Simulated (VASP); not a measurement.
Set up this calculation in VASP 6.6.1, as the native input.

| Item | Value |
| --- | --- |
| Task | relaxation of cell and atoms |
| Functional | r2SCAN |
| Potentials or basis | VASP PAW PBE potentials, release 64 (Zr_sv, B) |
| Cutoff | 600 eV |
| k mesh | 4 × 4 × 6 |
| Occupations | gaussian, width 0.1 eV |
| Spin | no spin polarisation |
| Dipole correction | no |
| Further INCAR settings | ALGO = Normal; EDIFF = 1e-06; IBRION = 2; EDIFFG = -0.04; NSW = 90; ISIF = 3 |

The system is Zr2B.

```
Zr B
1.0
     4.24521    0.00000    0.00000
     0.00000    5.18125    0.00000
     0.00000    0.00000    3.23448
Zr B
4 2
Direct
  0.20040 0.37870 0.00000
  0.79960 0.62130 0.00000
  0.70040 0.12130 0.50000
  0.29960 0.87870 0.50000
  0.00000 0.00000 0.00000
  0.50000 0.50000 0.50000
```

These files were run (other wordings do the same):

POSCAR

```
Zr2B
1.0
    4.2452111776      0.0000000000      0.0000000000
    0.0000000000      5.1812474810      0.0000000000
    0.0000000000      0.0000000000      3.2344829978
Zr B
4 2
Direct
    0.2004000000      0.3787000000      0.0000000000
    0.7996000000      0.6213000000      0.0000000000
    0.7004000000      0.1213000000      0.5000000000
    0.2996000000      0.8787000000      0.5000000000
    0.0000000000      0.0000000000      0.0000000000
    0.5000000000      0.5000000000      0.5000000000
```

INCAR.step1

```
SYSTEM = Zr2B
  PREC = Accurate
  ENCUT = 600
  ISMEAR = 0
  SIGMA = 0.1
  LREAL = .FALSE.
  LASPH = .TRUE.
  NELM = 100
  GGA = PE
  ALGO = Normal
  EDIFF = 1E-4
  LWAVE = .TRUE.
  LCHARG = .FALSE.
```

INCAR.step2

```
SYSTEM = Zr2B
  PREC = Accurate
  ENCUT = 600
  EDIFF = 1E-6
  ISMEAR = 0
  SIGMA = 0.1
  LREAL = .FALSE.
  LASPH = .TRUE.
  NELM = 100
  ALGO = Normal
  ISIF = 3
  LWAVE = .FALSE.
  LCHARG = .FALSE.
  METAGGA = R2SCAN
  LMIXTAU = .TRUE.
  IBRION = 2
  NSW = 90
  EDIFFG = -0.04
  ISTART = 1
```

KPOINTS

```
regular mesh
0
G
  4 4 6
  0 0 0
```

Potentials or basis: VASP PAW PBE potentials, release 64 (Zr_sv, B).

Command:

```sh
$ cat potpaw_PBE.64/Zr_sv/POTCAR potpaw_PBE.64/B/POTCAR > POTCAR
$ cp INCAR.step1 INCAR
$ mpirun -np 1 vasp_std > vasp.out
$ cp INCAR.step2 INCAR
$ mpirun -np 1 vasp_std > vasp.out
```

Results of the run:

```
Relaxed volume                        : 18.63 Å³/atom
Relaxed cell                          : a = 5.625 Å, b = 5.700 Å, c = 3.487 Å, α = 90.00°, β = 90.00°, γ = 90.00°
Space group after relaxing (to 0.1 Å) : Pnnm (No. 58)
Energy gained by relaxing             : 1791.1 meV/atom
Ionic steps                           : 21
Pressure after relaxing               : 0.1 GPa
Largest force after relaxing          : 0.012 eV/Å
Band gap on the k mesh                : zero (bands 27 and 28 overlap by 1.39 eV)
```

Caveat: the k points lie up to 0.30 Å⁻¹ apart in the final cell, too coarse for converged energies and pressures of a metal; the volume moved by over 15 % at a fixed basis, so the end points are rough; the PAW data sets were made with another functional, which shifts forces and pressure a little.

It took 74 min on 1 thread of AMD EPYC 9R45 96-Core Processor (Zen 5), on a shared host, peak memory 0.23 GiB.
